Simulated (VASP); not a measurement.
Set up this calculation in VASP 6.6.1, as the native input.

* Task: single point
* Functional: RPBE
* Potentials or basis: VASP PAW PBE potentials, release 64 (Hf_pv)
* Cutoff: 520 eV
* k mesh: 18 × 18 × 10
* Occupations: fermi-dirac, width 0.1 eV
* Spin: no spin polarisation
* Dipole correction: no
* Further INCAR settings: ALGO = Normal; EDIFF = 1e-06; NBANDS = 17

The structure of Hf lies in POSCAR:

```
Hf
1.0
    3.3172726311      0.0000000000      0.0000000000
   -1.6586363156      2.8728423698      0.0000000000
    0.0000000000      0.0000000000      5.2508017285
Hf
2
Direct
    0.3333333333      0.6666666667      0.2500000000
    0.6666666667      0.3333333333      0.7500000000
```

This cell differs from its parent crystal: volume scaled by 1.08.

The input as run:

INCAR

```
SYSTEM = Hf
  ALGO = Normal
  EDIFF = 1E-6
  ENCUT = 520
  GGA = RP
  ISIF = 2
  ISMEAR = -1
  LASPH = .TRUE.
  LCHARG = .FALSE.
  LREAL = .FALSE.
  LWAVE = .FALSE.
  NBANDS = 17
  NELM = 60
  PREC = Accurate
  SIGMA = 0.1
```

KPOINTS

```
k-points
0
G
  18 18 10
  0 0 0
```

Potentials or basis: VASP PAW PBE potentials, release 64 (Hf_pv).

Run with:

```console
$ cat potpaw_PBE.64/Hf_pv/POTCAR > POTCAR
$ mpirun -np 1 vasp_std > vasp.out
```

Results of the run:

- Pressure: -7.3 GPa
- Band gap on the k mesh: zero (band 10 reaches 5.44 eV, above the bottom of band 11 at 3.79 eV)

Caveat: the PAW data sets were made with another functional, which shifts forces and pressure a little; spin-orbit coupling is left out, which moves the levels of the heavy elements.

It took 2.3 min on 1 thread of Intel Xeon 6975P-C, with other jobs on the host, peak memory 0.3 GiB.
